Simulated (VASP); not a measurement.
# GeCN2 (R-3m) in VASP: notebook

GeCN2 is run at these levels: LDA; tasks: single point.

Everything below comes from runs of VASP 6.6.1. Logs are shortened: lines on timing, memory, paths and dates and some standing lists are left out, and cuts for length are marked.

### Step 1. The cell of the first run

Symmetry: R-3m, No. 166, trigonal system. Conventional cell: a = 3.514 Å, b = 3.514 Å, c = 14.464 Å, α = 90.00°, β = 90.00°, γ = 120.00°. Within 3.2 Å of Ge (site symmetry -3m) lie 6 N at 2.36 Å and 6 C at 3.15 Å. Within 1.6 Å of N (site symmetry 3m) lie 1 C at 1.21 Å. Within 1.6 Å of C (site symmetry -3m) lie 2 N at 1.21 Å.

### Step 2. Single point, LDA

INCAR

```
ALGO = Normal
EDIFF = 1E-7
ENCUT = 520
GGA = CA
ISIF = 2
ISMEAR = -1
LASPH = T
LCHARG = T
LELF = T
LREAL = F
LVHAR = T
LWAVE = F
NBANDS = 22
NELM = 60
PREC = Accurate
SIGMA = 0.05
```

KPOINTS

```
k-points
0
Gamma
  9 9 9
```

POSCAR

```
GeCN2
1.0
    1.7571721281      1.0145038012      4.8214809130
   -1.7571721281      1.0145038012      4.8214809130
    0.0000000000     -2.0290076023      4.8214809130
Ge N C
1 2 1
Direct
    0.0000000000      0.0000000000      0.0000000000
    0.5839044000      0.5839044000      0.5839044000
    0.4160956000      0.4160956000      0.4160956000
    0.5000000000      0.5000000000      0.5000000000
```

Potentials or basis: VASP PAW LDA potentials, release 64 (Ge_d, N, C).

Run with:

```sh
$ cat potpaw_LDA.64/Ge_d/POTCAR potpaw_LDA.64/N/POTCAR potpaw_LDA.64/C/POTCAR > POTCAR
$ mpirun -np 1 vasp_std > vasp.out
```

OUTCAR:

```text
EDIFF = 1E-7
   ENCUT = 520
   GGA = CA
   ISIF = 2
   ISMEAR = -1
   LASPH = T
   LREAL = F
   NELM = 60
   PREC = Accurate

 ion  position               nearest neighbor table
   1  0.000  0.000  0.000-
   2  0.584  0.584  0.584-   4 1.21
   3  0.416  0.416  0.416-   4 1.21
   4  0.500  0.500  0.500-   2 1.21   3 1.21

  LATTYP: Found a trigonal (rhomboedric) cell.
 ALAT       =     5.2310180696
 COS(alpha) =     0.7743235887

  Lattice vectors:

 A1 = (   1.7571721281,   1.0145038012,   4.8214809130)
 A2 = (  -1.7571721281,   1.0145038012,   4.8214809130)
 A3 = (   0.0000000000,  -2.0290076023,   4.8214809130)

Analysis of symmetry for initial positions (statically):
=====================================================================
 Subroutine PRICEL returns:
 Original cell was already a primitive cell.

 Routine SETGRP: Setting up the symmetry group for a
 trigonal (rhombohedral) supercell.

 Subroutine GETGRP returns: Found 12 space group operations
 (whereof 12 operations were pure point group operations)
 out of a pool of 12 trial point group operations.

The static configuration has the point symmetry D_3d.

Analysis of symmetry for dynamics (positions and initial velocities):
=====================================================================
 Subroutine PRICEL returns:
 Original cell was already a primitive cell.

 Routine SETGRP: Setting up the symmetry group for a
 trigonal (rhombohedral) supercell.

 Subroutine GETGRP returns: Found 12 space group operations
 (whereof 12 operations were pure point group operations)
 out of a pool of 12 trial point group operations.

The dynamic configuration has the point symmetry D_3d.

 Subroutine INISYM returns: Found 12 space group operations
 (whereof 12 operations are pure point group operations),
 and found     1 'primitive' translations

----------------------------------------------------------------------------------------

                                     Primitive cell

  volume of cell :      51.5703

  direct lattice vectors                    reciprocal lattice vectors
     1.757172128  1.014503801  4.821480913     0.284548105  0.164283925  0.069135052
    -1.757172128  1.014503801  4.821480913    -0.284548105  0.164283925  0.069135052
     0.000000000 -2.029007602  4.821480913     0.000000000 -0.328567851  0.069135052

  length of vectors
     5.231018070  5.231018070  5.231018070     0.335762547  0.335762547  0.335762547

  position of ions in fractional coordinates (direct lattice)
     0.000000000  0.000000000  0.000000000
     0.583904400  0.583904400  0.583904400
     0.416095600  0.416095600  0.416095600
     0.500000000  0.500000000  0.500000000

  ion indices of the primitive-cell ions
   primitive index   ion index
                 1           1
                 2           2
                 3           3
                 4           4

----------------------------------------------------------------------------------------

 KPOINTS: k-points

Automatic generation of k-mesh.
 Grid dimensions read from file:
 generate k-points for:    9    9    9

 Generating k-lattice:

  Cartesian coordinates                     Fractional coordinates (reciprocal lattice)
     0.031616456  0.018253769  0.007681672     0.111111111 -0.000000000 -0.000000000
    -0.031616456  0.018253769  0.007681672    -0.000000000  0.111111111 -0.000000000
     0.000000000 -0.036507539  0.007681672    -0.000000000 -0.000000000  0.111111111

  Length of vectors
     0.037306950  0.037306950  0.037306950

  Shift w.r.t. Gamma in fractional coordinates (k-lattice)
     0.000000000  0.000000000  0.000000000

 Subroutine IBZKPT returns following result:
 ===========================================

 Found     85 irreducible k-points:

 Following reciprocal coordinates:
            Coordinates               Weight
  0.000000  0.000000  0.000000      1.000000
  0.111111 -0.000000 -0.000000      6.000000
  0.222222 -0.000000 -0.000000      6.000000
  0.333333 -0.000000 -0.000000      6.000000
  0.444444 -0.000000 -0.000000      6.000000
  0.111111  0.111111 -0.000000      6.000000
[... 16 lines left out ...]
 -0.333333  0.333333  0.000000      6.000000
  0.444444  0.444444 -0.000000      6.000000
 [... further k-points ...]
   k-points           NKPTS =     85   k-points in BZ     NKDIM =     85   number of bands    NBANDS=     22
   number of dos      NEDOS =    301   number of ions     NIONS =      4
   total plane-waves  NPLWV =  64000
   dimension x,y,z NGX =    40 NGY =   40 NGZ =   40
   dimension x,y,z NGXF=    80 NGYF=   80 NGZF=   80
   ions per type =               1   2   1
   NGX,Y,Z   is equivalent  to a cutoff of  12.71, 12.71, 12.71 a.u.
   NGXF,Y,Z  is equivalent  to a cutoff of  25.42, 25.42, 25.42 a.u.
 SYSTEM =  unknown system
   PREC   = accura    normal or accurate (medium, high low for compatibility)
   ISTART =      0    job   : 0-new  1-cont  2-samecut
   ICHARG =      2    charge: 1-file 2-atom 10-const
   ISPIN  =      1    spin polarized calculation?
   LNONCOLLINEAR =      F non collinear calculations
   LSORBIT =      F    spin-orbit coupling
   LASPH  =      T    aspherical Exc in radial PAW
   ENCUT  =  520.0 eV  38.22 Ry    6.18 a.u.   9.73  9.73  9.73*2*pi/ulx,y,z
   NELM   =     60;   NELMIN=  2; NELMDL= -5     # of ELM steps
   EDIFF  = 0.1E-06   stopping-criterion for ELM
   LREAL  =      F    real-space projection
   EDIFFG = 0.1E-05   stopping-criterion for IOM
   NSW    =      0    number of steps for IOM
   IBRION =     -1    ionic relax: 0-MD 1-quasi-New 2-CG
   NFREE  =      0    steps in history (QN), initial steepest desc. (CG)
   ISIF   =      2    stress and relaxation
   ISYM   =      2    0-nonsym 1-usesym 2-fastsym
   POTIM  = 0.5000    time-step for ionic-motion
   TEBEG  =    0.0;   TEEND  =   0.0 temperature during run
   PSTRESS=    0.0 pullay stress
   NELECT =      28.0000    total number of electrons
   NUPDOWN=      -1.0000    fix difference up-down
   EMIN   =  10.00;   EMAX   =-10.00  energy-range for DOS
   EFERMI =   0.00;   METHOD = LEGACY
   ISMEAR =    -1;   SIGMA  =   0.05  broadening in eV -4-tet -1-fermi 0-gaus
   EFERMI_NEDOS =   21; number of points for ismear=-14 and -15
   IALGO  =     38    algorithm
   IMIX   =      4    mixing-type and parameters
     AMIX     =   0.40;   BMIX     =  1.00
     AMIX_MAG =   1.60;   BMIX_MAG =  1.00
  volume/ion in A,a.u.               =      12.89        87.00
  Fermi-wavevector in a.u.,A,eV,Ry     =   1.335552  2.523828 24.268716  1.783700
  Thomas-Fermi vector in A             =   2.464248
   LORBIT       =      0    0 simple, 1 ext, 2 COOP (PROOUT), +10 PAW based schemes
   GGA     = CA    functional components
   LHFCALC =     F    Hartree Fock is set to
   AEXX    =    0.0000 exact exchange contribution
   IVDW    =     0    specifies the selected vdW correction
   LEPSILON=     F    determine dielectric tensor
   LRPA    =     F    only Hartree local field effects (RPA)
 non-spin polarized calculation
  energy-cutoff  :      520.00
  volume of cell :       51.57
 maximum number of plane-waves:      1421
   NGX = 19   NGY = 19   NGZ = 19

 number of electron      28.0000002 magnetization

 Free energy of the ion-electron system (eV)
  ---------------------------------------------------
  ext. energy  EPLUGINS =         0.00000000
  ---------------------------------------------------
  free energy    TOTEN  =       -32.21032246 eV

  energy without entropy =      -32.21031750  energy(sigma->0) =      -32.21031998

 E-fermi :   4.3960     XC(G=0): -10.4686

 val. band max:        3.9458368846   @ k =  -0.4444  -0.4444   0.3333
 cond. band min:       4.7435385242   @ k =   0.4444   0.4444   0.4444
 fundamental gap:      0.7977016396
 Fermi energy:         4.3960431154

 k-point     1 :       0.0000    0.0000    0.0000
  band No.  band energies     occupation
      1     -20.8357      2.00000
      2     -20.8324      2.00000
      3     -20.8324      2.00000
      4     -20.8203      2.00000
      5     -20.8203      2.00000
      6     -15.6654      2.00000
[... 14 lines left out ...]
     21      14.2784      0.00000
     22      14.5077      0.00000

 k-point     2 :       0.1111   -0.0000   -0.0000
  band No.  band energies     occupation
      1     -20.8351      2.00000
      2     -20.8329      2.00000
      3     -20.8300      2.00000
      4     -20.8219      2.00000
      5     -20.8205      2.00000
      6     -15.6186      2.00000
[... 14 lines left out ...]
     21      13.1063      0.00000
     22      14.7313      0.00000

 k-point     3 :       0.2222   -0.0000   -0.0000
  band No.  band energies     occupation
      1     -20.8398      2.00000
      2     -20.8297      2.00000
      3     -20.8252      2.00000
      4     -20.8246      2.00000
      5     -20.8200      2.00000
      6     -15.4967      2.00000
[... 14 lines left out ...]
     21      11.9099      0.00000
     22      15.5074      0.00000

 k-point     4 :       0.3333   -0.0000   -0.0000
  band No.  band energies     occupation
      1     -20.8466      2.00000
      2     -20.8303      2.00000
      3     -20.8243      2.00000
      4     -20.8219      2.00000
      5     -20.8147      2.00000
      6     -15.3515      2.00000
[... 14 lines left out ...]
     21      12.3319      0.00000
     22      15.8723      0.00000

 k-point     5 :       0.4444   -0.0000   -0.0000
  band No.  band energies     occupation
      1     -20.8514      2.00000
      2     -20.8319      2.00000
      3     -20.8248      2.00000
      4     -20.8186      2.00000
      5     -20.8102      2.00000
      6     -15.2525      2.00000
[... 417 lines left out ...]
 k-point    22 :      -0.4444    0.3333    0.0000
  band No.  band energies     occupation
      1     -20.8448      2.00000
      2     -20.8309      2.00000
      3     -20.8268      2.00000
      4     -20.8208      2.00000
      5     -20.8146      2.00000
      6     -15.1626      2.00000
[... 14 lines left out ...]
     21      14.4059      0.00000
     22      15.1325      0.00000

 k-point    23 :      -0.3333    0.3333    0.0000
  band No.  band energies     occupation
      1     -20.8384      2.00000
      2     -20.8372      2.00000
      3     -20.8214      2.00000
      4     -20.8202      2.00000
      5     -20.8202      2.00000
      6     -15.1571      2.00000
[... 14 lines left out ...]
     21      13.9406      0.00000
     22      15.0147      0.00000

 k-point    24 :       0.4444    0.4444   -0.0000
  band No.  band energies     occupation
      1     -20.8529      2.00000
      2     -20.8325      2.00000
      3     -20.8246      2.00000
      4     -20.8184      2.00000
      5     -20.8102      2.00000
      6     -15.1815      2.00000
[... 14 lines left out ...]
     21      13.2771      0.00000
     22      16.0471      0.00000

 [... further k-points ...]

------------------------ aborting loop because EDIFF is reached ----------------------------------------

  FORCE on cell =-STRESS in cart. coord.  units (eV):
  Direction    XX          YY          ZZ          XY          YZ          ZX
  --------------------------------------------------------------------------------------
  -------------------------------------------------------------------------------------
  Total       -0.8193505     -0.8193505      3.7064802      0.0000000      0.0000000      0.0000000
  in kB      -25.4554394    -25.4554394    115.1522913      0.0000000      0.0000000      0.0000000
  external PRESSURE =      21.4138041 kB  Pullay stress =       0.0000000 kB

 VOLUME and BASIS-vectors are now :
 -----------------------------------------------------------------------------
  energy-cutoff  :      520.00
  volume of cell :       51.57
      direct lattice vectors                 reciprocal lattice vectors
     1.757172128  1.014503801  4.821480913     0.284548105  0.164283925  0.069135052
    -1.757172128  1.014503801  4.821480913    -0.284548105  0.164283925  0.069135052
     0.000000000 -2.029007602  4.821480913     0.000000000 -0.328567851  0.069135052

 POSITION                                       TOTAL-FORCE (eV/Angst)
 -----------------------------------------------------------------------------------
      0.00000      0.00000      0.00000         0.000000      0.000000      0.000000
      0.00000      0.00000      8.44585         0.000000      0.000000      1.718974
      0.00000      0.00000      6.01859         0.000000     -0.000000     -1.718974
      0.00000      0.00000      7.23222         0.000000      0.000000      0.000000
 -----------------------------------------------------------------------------------
    total drift:                               -0.000000      0.000000     -0.000000

  FREE ENERGIE OF THE ION-ELECTRON SYSTEM (eV)
  ---------------------------------------------------
  free  energy   TOTEN  =       -32.2103224645 eV

  energy  without entropy=      -32.2103174967  energy(sigma->0) =      -32.21031998
```

Wall time 4.3 min (1 thread of Intel Xeon 8259CL, shared host); peak memory 0.26 GiB.

Results:

```
Free energy            : -32.2103 eV
Pressure               : 2.1 GPa
Largest force          : 1.719 eV/Å
Band gap on the k mesh : 0.80 eV (least direct gap 1.48 eV)
```

Forces in eV/Å, atoms in the order of the input:
```
Ge   0.000  0.000  0.000
N    0.000  0.000  1.719
N    0.000  0.000 -1.719
C    0.000  0.000  0.000
```

Caveat: the stress differs along the axes, from -3 to 12 GPa; semilocal functionals underestimate gaps, and a narrow one can read as zero; forces of over 1 eV/Å act on the atoms, so gaps and moduli don't describe the material at rest. A k mesh can miss the band edges.

### Step 3. Single point, LDA

This run uses another cell than the first one, of 13.17 Å³/atom.

INCAR

```
PREC = Accurate
ENCUT = 520
EDIFF = 1E-7
ISMEAR = -1
SIGMA = 0.05
LREAL = False
LASPH = True
NELM = 80
ALGO = Normal
ISIF = 2
LWAVE = False
LCHARG = False
GGA = CA
NBANDS = 22
```

KPOINTS

```
Automatic mesh
0
Gamma
  9 9 9
```

POSCAR

```
GeCN2
1.0
    1.7695469874      1.0216484295      4.8554361226
   -1.7695469874      1.0216484295      4.8554361226
    0.0000000000     -2.0432968590      4.8554361226
Ge N C
1 2 1
Direct
    0.0000000000      0.0000000000      0.0000000000
    0.5839044000      0.5839044000      0.5839044000
    0.4160956000      0.4160956000      0.4160956000
    0.5000000000      0.5000000000      0.5000000000
```

Potentials or basis: VASP PAW LDA potentials, release 64 (Ge_d, N, C).

Run with:

```sh
$ cat potpaw_LDA.64/Ge_d/POTCAR potpaw_LDA.64/N/POTCAR potpaw_LDA.64/C/POTCAR > POTCAR
$ mpirun -np 1 vasp_std > vasp.out
```

It took 4.4 min on 1 thread of Intel Xeon 8259CL, shared host; peak memory 0.26 GiB.

It converged, with:

| Property | Result |
| --- | --- |
| Free energy | -32.2152 eV |
| Pressure | -1.0 GPa |
| Largest force | 1.039 eV/Å |
| Band gap on the k mesh | 0.86 eV (least direct gap 1.58 eV) |

Forces on the atoms (eV/Å):
```
Ge   0.000  0.000  0.000
N    0.000  0.000  1.039
N    0.000  0.000 -1.039
C    0.000  0.000  0.000
```

Stress tensor (GPa, compression positive):
```
-3.69  0.00  0.00
 0.00 -3.69  0.00
 0.00  0.00  4.42
```

Levels at points of the mesh, in eV from the valence-band top:
| k point | band 12 | band 13 | band 14 | band 15 | band 16 | band 17 |
| --- | --- | --- | --- | --- | --- | --- |
| (0.00, 0.00, 0.00) | -2.05 | -2.05 | -1.82 | 2.45 | 3.25 | 3.25 |

Caveat: the stress differs along the axes, from -4 to 4 GPa; forces of over 1 eV/Å act on the atoms, so gaps and moduli don't describe the material at rest. A k mesh can miss the band edges.

### Step 4. Single point, LDA

This run uses another cell than the first one, of 13.44 Å³/atom.

INCAR

```
ALGO = Normal
EDIFF = 1E-7
ENCUT = 520
GGA = CA
ISIF = 2
ISMEAR = -1
LASPH = T
LCHARG = F
LREAL = F
LWAVE = F
NBANDS = 22
NELM = 100
PREC = Accurate
SIGMA = 0.05
```

KPOINTS

```
k-points
0
Gamma
  9 9 9
```

POSCAR

```
GeCN2
1.0
    1.7817511454      1.0286945034      4.8889229472
   -1.7817511454      1.0286945034      4.8889229472
    0.0000000000     -2.0573890068      4.8889229472
Ge N C
1 2 1
Direct
    0.0000000000      0.0000000000      0.0000000000
    0.5839044000      0.5839044000      0.5839044000
    0.4160956000      0.4160956000      0.4160956000
    0.5000000000      0.5000000000      0.5000000000
```

Run with:

```sh
$ cat potpaw_LDA.64/Ge_d/POTCAR potpaw_LDA.64/N/POTCAR potpaw_LDA.64/C/POTCAR > POTCAR
$ mpirun -np 1 vasp_std > vasp.out
```

Run time: 3.8 min. Hardware: 1 thread of Intel Xeon 8259CL, shared host; peak memory 0.26 GiB.

The run converged. Its results:

```yaml
Free_energy: -32.1998 eV
Pressure: -3.8 GPa
Largest_force: 0.405 eV/Å
Band_gap_on_the_k_mesh: 0.91 eV (least direct gap 1.67 eV)
```

Forces in eV/Å, atoms in the order of the input:
```
Ge   0.000  0.000  0.000
N    0.000  0.000  0.405
N    0.000  0.000 -0.405
C    0.000  0.000  0.000
```

Stress tensor (GPa, compression positive):
```
-4.71  0.00  0.00
 0.00 -4.71  0.00
 0.00  0.00 -2.01
```

Levels at points of the mesh, in eV from the valence-band top:
```
           k point  band 12  band 13  band 14  band 15  band 16  band 17
(0.00, 0.00, 0.00)    -1.95    -1.95    -1.90     2.46     3.24     3.24
```

Caveat: the cell stands under tension. A k mesh can miss the band edges.

### Step 5. Single point, LDA

This run uses another cell than the first one, of 13.72 Å³/atom.

INCAR

```
SYSTEM = GeCN2
PREC     = Accurate       ! precision mode
ENCUT    = 520            ! plane-wave cutoff, eV
EDIFF    = 1E-6           ! SCF threshold, eV
ISMEAR   = -1             ! smearing method
SIGMA    = 0.05           ! smearing width, eV
LREAL    = .FALSE.        ! projectors in reciprocal space
LASPH    = .TRUE.         ! aspherical terms in the spheres
NELM     = 100            ! most SCF steps
ALGO     = Normal         ! electronic algorithm
ISIF     = 2              ! what is computed and relaxed
LWAVE    = .FALSE.        ! write WAVECAR
LCHARG   = .FALSE.        ! write CHGCAR
NBANDS   = 22             ! bands
```

KPOINTS

```
Automatic mesh
0
G
  9 9 9
  0 0 0
```

POSCAR

```
GeCN2
1.0
    1.7937903697      1.0356453528      4.9219572124
   -1.7937903697      1.0356453528      4.9219572124
    0.0000000000     -2.0712907056      4.9219572124
Ge N C
1 2 1
Direct
    0.0000000000      0.0000000000      0.0000000000
    0.5839044000      0.5839044000      0.5839044000
    0.4160956000      0.4160956000      0.4160956000
    0.5000000000      0.5000000000      0.5000000000
```

Run with:

```sh
$ cat potpaw_LDA.64/Ge_d/POTCAR potpaw_LDA.64/N/POTCAR potpaw_LDA.64/C/POTCAR > POTCAR
$ mpirun -np 1 vasp_std > vasp.out
```

Wall time 3.6 min (1 thread of Intel Xeon 8259CL, shared host); peak memory 0.26 GiB.

Results (log left out):

```yaml
Free_energy: -32.1660 eV
Pressure: -6.4 GPa
Largest_force: 0.186 eV/Å
Band_gap_on_the_k_mesh: 0.95 eV (least direct gap 1.75 eV)
```

Forces in eV/Å, atoms in the order of the input:
```
Ge   0.000  0.000  0.000
N    0.000  0.000 -0.186
N    0.000  0.000  0.186
C    0.000  0.000  0.000
```

Stress tensor (GPa, compression positive):
```
-5.67  0.00  0.00
 0.00 -5.67  0.00
 0.00  0.00 -7.91
```

Levels at points of the mesh, in eV from the valence-band top:
| k point | band 10 | band 11 | band 12 | band 13 | band 14 | band 15 | band 16 | band 17 | band 18 | band 19 |
| --- | --- | --- | --- | --- | --- | --- | --- | --- | --- | --- |
| (0.00, 0.00, 0.00) | -5.14 | -5.14 | -1.98 | -1.84 | -1.84 | 2.47 | 3.23 | 3.23 | 4.73 | 7.22 |

Caveat: the cell stands under tension. A k mesh can miss the band edges.

### Step 6. Overview

| cell | gap on the mesh (eV) | pressure (GPa) | largest force (eV/Å) |
| --- | --- | --- | --- |
| a = 5.231 Å, angles 39.3°, 4 atoms | 0.80 | 2.1 | 1.72 |
| a = 5.268 Å, angles 39.3°, 4 atoms | 0.86 | -1.0 | 1.04 |
| a = 5.304 Å, angles 39.3°, 4 atoms | 0.91 | -3.8 | 0.41 |
| a = 5.340 Å, angles 39.3°, 4 atoms | 0.95 | -6.4 | 0.19 |

Alike in all rows: task single point; level LDA; potentials or basis VASP PAW LDA potentials, release 64 (Ge_d, N, C); no spin polarisation; k mesh 9 × 9 × 9; cutoff (eV) 520; smearing fermi-dirac 0.05 eV.

Caveats: forces of over 1 eV/Å act on the atoms, so gaps and moduli don't describe the material at rest (at least some runs); the cell stands under tension (at least some runs); the stress differs along the axes, from -3 to 12 GPa (at least some runs); semilocal functionals underestimate gaps, and a narrow one can read as zero (at least some runs); the stress differs along the axes, from -4 to 4 GPa (at least some runs).

Absolute energies hang on the potentials; compare differences alone.
